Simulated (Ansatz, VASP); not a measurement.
# Two plane-wave programs on AlN

```xyz
2
Lattice="0.0000 1.9858 1.9858 1.9858 0.0000 1.9858 1.9858 1.9858 0.0000" Properties=species:S:1:pos:R:3 pbc="T T T"
Al    0.0000    0.0000    0.0000
N     1.9858    1.9858    1.9858
```

Alike in both runs: task single point; functional r2SCAN; dispersion D4; k mesh 10 × 10 × 10; occupations gaussian, width 0.05 eV; no spin polarisation.

|  | VASP | Ansatz |
| --- | --- | --- |
| version | VASP 6.6.1 | Ansatz 0.2.0 |
| potentials or method | VASP PAW PBE potentials, release 64 (Al, N), cutoff 520 eV | scalar-relativistic, plane waves, PAW |
| valence electrons in the cell | 8 | 8 |

Ansatz gave:

```
gap on the k mesh at the Fermi level (eV) : 5.92
least direct gap on the mesh (eV)         : 7.29
pressure (GPa)                            : 12.4
```

Question: Which values does VASP return?

Answer: gap on the k mesh at the Fermi level (eV): 5.89; least direct gap on the mesh (eV): 7.35; pressure (GPa): 11.6.

VASP's potentials were made for PBE, not for r2SCAN.
